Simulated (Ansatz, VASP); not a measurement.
## One calculation of NaH, two programs

The input POSCAR:

```
NaH
1.0
    2.4764608803      2.4764608803      0.0000000000
   -2.4764608803      2.4764608803      0.0000000000
    0.0000000000      2.4764608803      2.4764608803
Na H
1 1
Direct
    0.0000000000      0.0000000000      0.0000000000
    0.5000000000      0.5000000000      0.0000000000
```

File INCAR.step1:

```
SYSTEM = NaH
PREC = Accurate
ENCUT = 520
ISMEAR = 0
SIGMA = 0.01
LREAL = .False.
LASPH = .True.
NELM = 60
NBANDS = 11
GGA = PE
ALGO = Normal
EDIFF = 1E-4
LWAVE = .True.
LCHARG = .False.
```

File INCAR.step2:

```
SYSTEM = NaH
PREC = Accurate
ENCUT = 520
EDIFF = 1E-6
ISMEAR = 0
SIGMA = 0.01
LREAL = .False.
LASPH = .True.
NELM = 60
ALGO = Normal
ISIF = 2
LWAVE = .False.
LCHARG = .False.
METAGGA = R2SCAN
LMIXTAU = .True.
NBANDS = 11
ISTART = 1
```

The input KPOINTS:

```
regular mesh
0
Gamma
  8 8 8
  0 0 0
```

Input for Ansatz:

```yaml
crystal:
  lattice:
    - [2.47646088028, 2.47646088028, 0.0]
    - [-2.47646088028, 2.47646088028, 0.0]
    - [0.0, 2.47646088028, 2.47646088028]
  atoms:
    - { symbol: Na, position: [0.0, 0.0, 0.0] }
    - { symbol: H, position: [0.5, 0.5, 0.0] }
kpoints:
  mp_grid: { grid: [8, 8, 8] }
scf:
  occupations: { method: fixed }
  convergence: { dr2_threshold: 1.0e-10 }
hamiltonian:
  xc: r2scan
  pseudopotentials: { kind: paw }
output:
  forces: true
  stress: true
  eigenstates:
    kpoints:
      - [0.0, 0.0, 0.0]
      - [0.5, 0.0, 0.0]
      - [0.0, 0.5, 0.5]
      - [0.0, -0.5, 0.0]
      - [0.5, 0.0, 0.5]
      - [-0.75, 0.25, -0.25]
      - [-0.75, -0.25, -0.5]
      - [-0.5, -0.5, -0.75]
      - [-0.5, -0.5, -0.5]
      - [-0.5, 0.5, 0.0]
      - [0.0, 0.0, -0.5]
  eigenvalues: true
```

Alike in both runs: task single point; functional r2SCAN; k mesh 8 × 8 × 8; no spin polarisation.

|  | VASP | Ansatz |
| --- | --- | --- |
| version | VASP 6.6.1 | Ansatz 0.2.0 |
| potentials or method | VASP PAW PBE potentials, release 64 (Na_pv, H) | PAW with Ansatz's default frozen-core files, scalar-relativistic |
| plane-wave cutoff (eV) | 520 | 500 |
| occupations | gaussian, width 0.01 eV | fixed |
| valence electrons in the cell | 8 | 10 |

```tsv
	VASP	Ansatz	Ansatz less VASP
gap on the k mesh at the Fermi level (eV)	4.24	4.23	-0.009
pressure (GPa)	-2.2	-2.0	+0.20
```

VASP's potentials were made for PBE, not for r2SCAN. VASP's potentials hold 8 valence electrons a cell and Ansatz's 10, so a difference there can come from the potentials and not from the codes.
